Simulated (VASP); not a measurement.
A run of VASP 6.6.1 is set up as follows.

The input INCAR:

```
SYSTEM = Cu
PREC     = Accurate       ! precision mode
ENCUT    = 600            ! plane-wave cutoff, eV
EDIFF    = 1E-6           ! SCF threshold, eV
ISMEAR   = -1             ! smearing method
SIGMA    = 0.1            ! smearing width, eV
LREAL    = .False.        ! projectors in reciprocal space
LASPH    = .True.         ! aspherical terms in the spheres
NELM     = 120            ! most SCF steps
ALGO     = Normal         ! electronic algorithm
ISIF     = 2              ! what is computed and relaxed
LWAVE    = .False.        ! write WAVECAR
LCHARG   = .False.        ! write CHGCAR
GGA      = CA             ! functional
NBANDS   = 30             ! bands
GGA_COMPAT= .False.
```

File KPOINTS:

```
Automatic mesh
0
Gamma
  7 7 2
  0 0 0
```

The input POSCAR:

```
Cu
1.0
    2.5265350172      0.0000000000      0.0000000000
   -1.2632675086      2.1880510449      0.0000000000
    0.0000000000      0.0000000000      8.2480272865
Cu
4
Direct
    0.9925800000      0.9985900000      0.9998000000
    0.3240000000      0.6569400000      0.2506100000
    0.0082400000      0.0061200000      0.5010500000
    0.6724400000      0.3369600000      0.7519600000
```

Potentials or basis: VASP PAW LDA potentials, release 64 (Cu).

The run is started by

```bash
$ cat potpaw_LDA.64/Cu/POTCAR > POTCAR
$ mpirun -np 1 vasp_std > vasp.out
```

What does it give for the pressure?

-7.0 GPa.

Predict the largest force.

0.098 eV/Å.

Predict the band gap on the k mesh.

zero (band 22 reaches 10.24 eV, above the bottom of band 23 at 5.92 eV).

Forces in eV/Å, atoms in the order of the input:
```
Cu   0.024 -0.007  0.093
Cu   0.010  0.038 -0.005
Cu  -0.018 -0.031  0.008
Cu  -0.017 -0.001 -0.096
```

Caveat: the k points lie up to 0.41 Å⁻¹ apart.
